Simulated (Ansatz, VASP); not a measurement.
# Two plane-wave programs on BeTe

```
CELL_PARAMETERS angstrom
3.72164 0.00000 0.00000
-1.86082 3.22303 0.00000
0.00000 0.00000 3.36355
ATOMIC_POSITIONS crystal
Be 0.66667 0.33333 0.50000
Te 0.33333 0.66667 0.00000
```

Alike in both runs: functional PBE; k mesh 18 × 18 × 16; occupations gaussian, width 0.1 eV; no spin polarisation.

Ansatz relaxed the structure, and its values are those at the end. VASP's run is a single point on that final structure, the one shown.

```csv
,VASP,Ansatz
version,VASP 6.6.1,Ansatz 0.2.0
potentials or method,"VASP PAW PBE potentials, release 64 (Be, Te), cutoff 520 eV","scalar-relativistic, plane waves, PAW"
valence electrons in the cell,8,18
```

|  | VASP | Ansatz | Ansatz less VASP |
| --- | --- | --- | --- |
| gap on the k mesh at the Fermi level (eV) | none | none | - |
| pressure (GPa) | 0.1 | 0.0 | -0.06 |

A gap of «none» marks a metal or a gap that the smearing closes. VASP's potentials hold 8 valence electrons a cell and Ansatz's 18, so a difference there can come from the potentials and not from the codes.

Neither program's run includes spin-orbit coupling.
